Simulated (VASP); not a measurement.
A run of VASP 6.6.1 is set up as follows.

Contents of POSCAR:

```
Au
1.0
    0.0000000000      2.0639801424      2.0639801424
    2.0639801424      0.0000000000      2.0639801424
    2.0639801424      2.0639801424      0.0000000000
Au
1
Direct
    0.0000000000      0.0000000000      0.0000000000
```

The input INCAR.step1:

```
SYSTEM = Au
ALGO = Normal ; EDIFF = 1E-4
ENCUT = 600 ; GGA = PE
ISMEAR = 0 ; LASPH = .True.
LCHARG = .False. ; LREAL = .False.
LWAVE = .True. ; NELM = 100
PREC = Accurate ; SIGMA = 0.1
```

File INCAR.step2:

```
SYSTEM = Au
ALGO = Normal ; EDIFF = 1E-7
EDIFFG = -0.01 ; ENCUT = 600
IBRION = 2 ; ISIF = 3
ISMEAR = 0 ; ISTART = 1
LASPH = .True. ; LCHARG = .False.
LMIXTAU = .True. ; LREAL = .False.
LWAVE = .False. ; METAGGA = R2SCAN
NELM = 100 ; NSW = 80
PREC = Accurate ; SIGMA = 0.1
```

File KPOINTS:

```
k-points
0
Gamma
  18 18 18
  0 0 0
```

Potentials or basis: VASP PAW PBE potentials, release 64 (Au).

The run is started by

```bash
$ cat potpaw_PBE.64/Au/POTCAR > POTCAR
$ cp INCAR.step1 INCAR
$ mpirun -np 1 vasp_std > vasp.out
$ cp INCAR.step2 INCAR
$ mpirun -np 1 vasp_std > vasp.out
```

Question: Estimate the band gap on the k mesh.

Answer: Zero (an odd number of electrons rules out a gap without spin polarisation).

Final structure:
```xyz
1
Lattice="0.0000 2.0640 2.0640 2.0640 0.0000 2.0640 2.0640 2.0640 0.0000" Properties=species:S:1:pos:R:3 pbc="T T T"
Au    0.0000    0.0000    0.0000
```

Caveat: the relaxation stopped at its first step, so nothing moved; spin-orbit coupling is left out, which moves the levels of the heavy elements.
